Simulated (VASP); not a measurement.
A run of VASP 6.6.1 is set up as follows.

INCAR

```
SYSTEM = SnO2
ALGO     = Normal         ! electronic algorithm
EDIFF    = 1E-7           ! SCF threshold, eV
ENCUT    = 520            ! plane-wave cutoff, eV
GGA      = PS             ! functional
ISIF     = 2              ! what is computed and relaxed
ISMEAR   = 1              ! smearing method
LASPH    = .TRUE.         ! aspherical terms in the spheres
LCHARG   = .FALSE.        ! write CHGCAR
LREAL    = .FALSE.        ! projectors in reciprocal space
LWAVE    = .FALSE.        ! write WAVECAR
NBANDS   = 35             ! bands
NELM     = 60             ! most SCF steps
PREC     = Accurate       ! precision mode
SIGMA    = 0.01           ! smearing width, eV
```

KPOINTS

```
k-points
0
G
  12 12 2
  0 0 0
```

Contents of POSCAR:

```
SnO2
1.0
    3.2305756200      0.0000000000      0.0000000000
   -1.6152878100      2.7977605500      0.0000000000
    0.0000000000      0.0000000000     10.7905620000
Sn O
2 4
Direct
    0.0000000000      0.0000000000      0.5000000000
    0.0000000000      0.0000000000      0.0000000000
    0.6666666680      0.3333333298      0.4058619996
    0.6666666680      0.3333333298      0.0941380004
    0.3333333289      0.6666666702      0.5941380004
    0.3333333289      0.6666666702      0.9058619996
```

Potentials or basis: VASP PAW PBE potentials, release 64 (Sn_d, O).

Command:

```console
$ cat potpaw_PBE.64/Sn_d/POTCAR potpaw_PBE.64/O/POTCAR > POTCAR
$ mpirun -np 1 vasp_std > vasp.out
```

(1) Predict the pressure.

(2) What does it give for the band gap on the k mesh?

(3) Predict the largest force.

Results:

(1) -3.8 GPa.

(2) 2.05 eV, indirect (least direct gap 2.45 eV).

(3) 0.335 eV/Å.

Caveat: the PAW data sets were made with another functional, which shifts forces and pressure a little; spin-orbit coupling is left out, which moves the levels of the heavy elements.
